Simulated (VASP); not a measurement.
# Al4B2Te3 (P6/mmm) in VASP: density of states with PBE

Aim: the density of states of Al4B2Te3 with PBE.

Everything below comes from runs of VASP 6.6.1. Logs are shortened: lines on timing, memory, paths and dates and some standing lists are left out, and cuts for length are marked.

## (1) The cell of the first run

Symmetry: P6/mmm, No. 191, hexagonal system. The conventional cell has a = 9.161 Å, b = 9.161 Å, c = 4.815 Å, α = 90.00°, β = 90.00°, γ = 120.00°. Within 3.2 Å of Al (site symmetry -6m2) lie 2 Al at 2.41 Å and 3 Te at 2.64 Å. Within 3.2 Å of Al (site symmetry -6m2) lie 2 Al at 2.41 Å. B (site symmetry 6/mmm) has 2 B at 2.41 Å within 3.2 Å. B (site symmetry 6/mmm) has 2 B at 2.41 Å within 3.2 Å. Within 3.5 Å of Te (site symmetry mmm) lie 2 Al at 2.64 Å.

## (2) Density of states, PBE

Input file POSCAR:

```
Al4B2Te3
1.0
    9.1608342630      0.0000000000      0.0000000000
   -4.5804171315      7.9335151916      0.0000000000
    0.0000000000      0.0000000000      4.8152186166
Al B Te
4 2 3
Direct
    0.3333333333      0.6666666667      0.5000000000
    0.6666666667      0.3333333333      0.5000000000
    0.3333333333      0.6666666667      0.0000000000
    0.6666666667      0.3333333333      0.0000000000
    0.0000000000      0.0000000000      0.5000000000
    0.0000000000      0.0000000000      0.0000000000
    0.5000000000      0.0000000000      0.5000000000
    0.0000000000      0.5000000000      0.5000000000
    0.5000000000      0.5000000000      0.5000000000
```

Input file INCAR.step1:

```
PREC = Accurate
ENCUT = 520
EDIFF = 1E-6
ISMEAR = 0
SIGMA = 0.1
LREAL = F
LASPH = T
NELM = 100
ALGO = Normal
ISIF = 2
LWAVE = F
LCHARG = T
GGA = PE
NBANDS = 28
```

Input file KPOINTS.step1:

```
regular mesh
0
Gamma
  6 6 8
```

Input file INCAR.step2:

```
PREC = Accurate
ENCUT = 520
EDIFF = 1E-6
ISMEAR = -5
SIGMA = 0.1
LREAL = F
LASPH = T
NELM = 100
ALGO = Normal
ISIF = 2
LWAVE = F
LCHARG = F
GGA = PE
LORBIT = 10
NBANDS = 28
NEDOS = 1001
ICHARG = 11
```

Input file KPOINTS.step2:

```
regular mesh
0
Gamma
  9 9 12
```

Potentials or basis: VASP PAW PBE potentials, release 64 (Al, B, Te).

Started as:

```bash
$ cat potpaw_PBE.64/Al/POTCAR potpaw_PBE.64/B/POTCAR potpaw_PBE.64/Te/POTCAR > POTCAR
$ cp INCAR.step1 INCAR
$ cp KPOINTS.step1 KPOINTS
$ mpirun -np 1 vasp_std > vasp.out
$ cp INCAR.step2 INCAR
$ cp KPOINTS.step2 KPOINTS
$ mpirun -np 1 vasp_std > vasp.out
```

OUTCAR:

```text
PREC = Accurate
   ENCUT = 520
   EDIFF = 1E-6
   ISMEAR = -5
   LREAL = F
   LASPH = T
   NELM = 100
   ISIF = 2
   GGA = PE
   LORBIT = 10
   ICHARG = 11

 ion  position               nearest neighbor table
   1  0.333  0.667  0.500-   3 2.41   3 2.41   7 2.64   8 2.64   9 2.64
   2  0.667  0.333  0.500-   4 2.41   4 2.41   7 2.64   8 2.64   9 2.64
   3  0.333  0.667  0.000-   1 2.41   1 2.41
   4  0.667  0.333  0.000-   2 2.41   2 2.41
   5  0.000  0.000  0.500-
   6  0.000  0.000  0.000-
   7  0.500  0.000  0.500-   1 2.64   2 2.64
   8  0.000  0.500  0.500-   1 2.64   2 2.64
   9  0.500  0.500  0.500-   1 2.64   2 2.64

  LATTYP: Found a hexagonal cell.
 ALAT       =     9.1608342630
 C/A-ratio  =     0.5256310155

  Lattice vectors:

 A1 = (   9.1608342630,   0.0000000000,   0.0000000000)
 A2 = (  -4.5804171315,   7.9335151916,   0.0000000000)
 A3 = (   0.0000000000,   0.0000000000,   4.8152186166)

Analysis of symmetry for initial positions (statically):
=====================================================================
 Subroutine PRICEL returns:
 Original cell was already a primitive cell.

 Routine SETGRP: Setting up the symmetry group for a
 hexagonal supercell.

 Subroutine GETGRP returns: Found 24 space group operations
 (whereof 24 operations were pure point group operations)
 out of a pool of 24 trial point group operations.

The static configuration has the point symmetry D_6h.

Analysis of symmetry for dynamics (positions and initial velocities):
=====================================================================
 Subroutine PRICEL returns:
 Original cell was already a primitive cell.

 Routine SETGRP: Setting up the symmetry group for a
 hexagonal supercell.

 Subroutine GETGRP returns: Found 24 space group operations
 (whereof 24 operations were pure point group operations)
 out of a pool of 24 trial point group operations.

The dynamic configuration has the point symmetry D_6h.

 Subroutine INISYM returns: Found 24 space group operations
 (whereof 24 operations are pure point group operations),
 and found     1 'primitive' translations

----------------------------------------------------------------------------------------

                                     Primitive cell

  volume of cell :     349.9586
[... 117 lines left out ...]
   NUPDOWN=      -1.0000    fix difference up-down
   EMIN   =  10.00;   EMAX   =-10.00  energy-range for DOS
   EFERMI =   0.00;   METHOD = LEGACY
   ISMEAR =    -5;   SIGMA  =   0.10  broadening in eV -4-tet -1-fermi 0-gaus
   EFERMI_NEDOS =   21; number of points for ismear=-14 and -15
   IALGO  =     38    algorithm
   IMIX   =      4    mixing-type and parameters
     AMIX     =   0.40;   BMIX     =  1.00
     AMIX_MAG =   1.60;   BMIX_MAG =  1.00
  volume/ion in A,a.u.               =      38.88       262.40
  Fermi-wavevector in a.u.,A,eV,Ry     =   0.767073  1.449558  8.005684  0.588401
  Thomas-Fermi vector in A             =   1.867550
   LORBIT       =     10    0 simple, 1 ext, 2 COOP (PROOUT), +10 PAW based schemes
   GGA     = PE    functional components
   LHFCALC =     F    Hartree Fock is set to
   AEXX    =    0.0000 exact exchange contribution
   IVDW    =     0    specifies the selected vdW correction
   LEPSILON=     F    determine dielectric tensor
   LRPA    =     F    only Hartree local field effects (RPA)
 non-spin polarized calculation
 Fermi weights with tetrahedron method with Bloechl corrections
  energy-cutoff  :      520.00
  volume of cell :      349.96
 maximum number of plane-waves:      9460
 NGX is ok and might be reduce to    70

 number of electron      36.0000002 magnetization

 Free energy of the ion-electron system (eV)
  ---------------------------------------------------
  ext. energy  EPLUGINS =         0.00000000
  ---------------------------------------------------
  free energy    TOTEN  =       -25.58927030 eV

  energy without entropy =      -25.58927030  energy(sigma->0) =      -25.58927030

 E-fermi :   1.3159     XC(G=0):  -6.8925

 val. band max:        1.3439913772   @ k =   0.2222  -0.0000   0.2500
 cond. band min:       1.3026004075   @ k =   0.3333   0.3333   0.1667
 fundamental gap:     -0.0413909697
 Fermi energy:         1.3158812181

 k-point     1 :       0.0000    0.0000    0.0000
  band No.  band energies     occupation
      1     -10.0437      2.00000
      2      -9.3227      2.00000
      3      -9.3227      2.00000
      4      -6.5707      2.00000
      5      -5.4559      2.00000
      6      -3.7684      2.00000
[... 733 lines left out ...]
     27       3.8329      0.00000
     28       4.1951      0.00000

 [... further k-points ...]
[... 5 lines left out ...]
  --------------------------------------------------------------------------------------
  -------------------------------------------------------------------------------------
  Total        0.3059069      0.3059069      0.7530677      0.0000000      0.0000000      0.0000000
  in kB        1.4005002      1.4005002      3.4476875      0.0000000      0.0000000      0.0000000
  external PRESSURE =       2.0828960 kB  Pullay stress =       0.0000000 kB

 VOLUME and BASIS-vectors are now :
 -----------------------------------------------------------------------------
  energy-cutoff  :      520.00
  volume of cell :      349.96
      direct lattice vectors                 reciprocal lattice vectors
     9.160834263  0.000000000  0.000000000     0.109160364  0.063023765  0.000000000
    -4.580417131  7.933515192  0.000000000     0.000000000  0.126047531  0.000000000
     0.000000000  0.000000000  4.815218617     0.000000000  0.000000000  0.207674891

 POSITION                                       TOTAL-FORCE (eV/Angst)
 -----------------------------------------------------------------------------------
     -0.00000      5.28901      2.40761         0.000000     -0.000000     -0.000000
      4.58042      2.64451      2.40761        -0.000000     -0.000000     -0.000000
     -0.00000      5.28901      0.00000         0.000000     -0.000000      0.000000
      4.58042      2.64451      0.00000        -0.000000      0.000000     -0.000000
      0.00000      0.00000      2.40761         0.000000     -0.000000     -0.000000
      0.00000      0.00000      0.00000         0.000000     -0.000000     -0.000000
      4.58042      0.00000      2.40761         0.000000     -0.000000     -0.000000
     -2.29021      3.96676      2.40761         0.000000     -0.000000     -0.000000
      2.29021      3.96676      2.40761         0.000000     -0.000000     -0.000000
 -----------------------------------------------------------------------------------
    total drift:                                0.000000     -0.000000      0.000000

  FREE ENERGIE OF THE ION-ELECTRON SYSTEM (eV)
  ---------------------------------------------------
  free  energy   TOTEN  =       -25.5892703012 eV

  energy  without entropy=      -25.5892703012  energy(sigma->0) =      -25.58927030

 total charge

# of ion       s       p       d       tot
------------------------------------------
    1        0.431   0.378   0.000   0.808
    2        0.431   0.378   0.000   0.808
    3        0.550   0.252   0.000   0.802
    4        0.550   0.252   0.000   0.802
    5        0.892   0.437   0.000   1.330
    6        0.892   0.440   0.000   1.332
    7        1.379   1.993   0.020   3.391
    8        1.379   1.993   0.020   3.391
    9        1.379   1.993   0.020   3.391
--------------------------------------------------
tot          7.883   8.114   0.059  16.055
```

It took 17 min on 1 thread of Intel Xeon Platinum 8259CL at 2.50GHz (Skylake/Cascade Lake), shared host; peak memory 0.91 GiB.

Results:

- Valence electrons inside the program's atomic spheres: Al 0.81, 0.80; B 1.33; Te 3.39

Caveat: spin-orbit coupling is left out, which moves the levels of the heavy elements; tetrahedron occupations give inexact forces and stress in metals.
